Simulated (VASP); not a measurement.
Input of a VASP 6.6.1 run:

INCAR

```
  PREC = Accurate
  ENCUT = 520
  EDIFF = 1E-6
  ISMEAR = 0
  SIGMA = 0.1
  LREAL = False
  LASPH = True
  NELM = 80
  ALGO = Normal
  ISIF = 2
  LWAVE = False
  LCHARG = True
  LDIPOL = True
  IDIPOL = 3
  DIPOL = 0.5 0.5 0.633
  GGA = PE
  IVDW = 12
  LELF = True
  LVHAR = True
  LVACPOTAV = True
  NBANDS = 12
```

The input KPOINTS:

```
regular mesh
0
Gamma
  4 4 1
```

File POSCAR:

```
HCN
1.0
    5.4313155574      0.0000000000      0.0000000000
   -2.7156577787      4.7036572487      0.0000000000
    0.0000000000      0.0000000000     24.6502505826
C N H
1 1 1
Direct
    0.5000000000      0.0000000000      0.6339342003
    0.5000000000      0.0000000000      0.5866868299
    0.5000000000      0.0000000000      0.6772814106
```

Potentials or basis: VASP PAW PBE potentials, release 64 (C, N, H).

Launch:

```sh
$ cat potpaw_PBE.64/C/POTCAR potpaw_PBE.64/N/POTCAR potpaw_PBE.64/H/POTCAR > POTCAR
$ mpirun -np 1 vasp_std > vasp.out
```

(1) Predict the dispersion energy per atom.

(2) What does it give for the gap between the frontier levels?

(3) Estimate the largest force.

Results:

(1) -0.011 eV.

(2) 6.72 eV, direct.

(3) 0.550 eV/Å.
